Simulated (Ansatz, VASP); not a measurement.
# Two plane-wave programs on Mo

INCAR

```
PREC = Accurate
ENCUT = 520
EDIFF = 1E-6
ISMEAR = 1
SIGMA = 0.1
LREAL = F
LASPH = T
NELM = 60
ALGO = Normal
ISIF = 2
LWAVE = F
LCHARG = F
GGA = PS
NBANDS = 13
```

The input KPOINTS:

```
regular mesh
0
Gamma
  12 12 11
```

POSCAR

```
Mo
1.0
    2.7355100000      0.0000000000      0.0000000000
   -1.3677550000      2.3690210000      0.0000000000
    0.0000000000      0.0000000000      2.5551810000
Mo
1
Direct
    0.0000000000      0.0000000000      0.5000000000
```

Input for Ansatz:

```yaml
crystal:
  lattice:
    - [2.73551, 0.0, 0.0]
    - [-1.367755, 2.369021, 0.0]
    - [0.0, 0.0, 2.555181]
  atoms:
    - { symbol: Mo, position: [0.0, 0.0, 0.5] }
basis:
  ecutwfc: 500.0
kpoints:
  mp_grid:
    grid: [12, 12, 11]
hamiltonian:
  xc: pbesol
scf:
  occupations:
    method: methfessel_paxton
    width: 0.1
output:
  stress: true
```

Alike in both runs: task single point; functional PBEsol; k mesh 12 × 12 × 11; occupations methfessel-paxton of order 1, width 0.1 eV; no spin polarisation.

```csv
,VASP,Ansatz
version,VASP 6.6.1,Ansatz 0.2.0
potentials or method,"VASP PAW PBE potentials, release 64 (Mo_sv), cutoff 520 eV","plane waves, PAW"
valence electrons in the cell,14,14
```

|  | VASP | Ansatz | Ansatz less VASP |
| --- | --- | --- | --- |
| pressure (GPa) | -4.2 | -4.7 | -0.51 |
| traceless stress, the component that is largest in VASP (GPa) | -6.35 | -6.46 | -0.102 |

VASP's potentials were made for PBE, not for PBEsol.
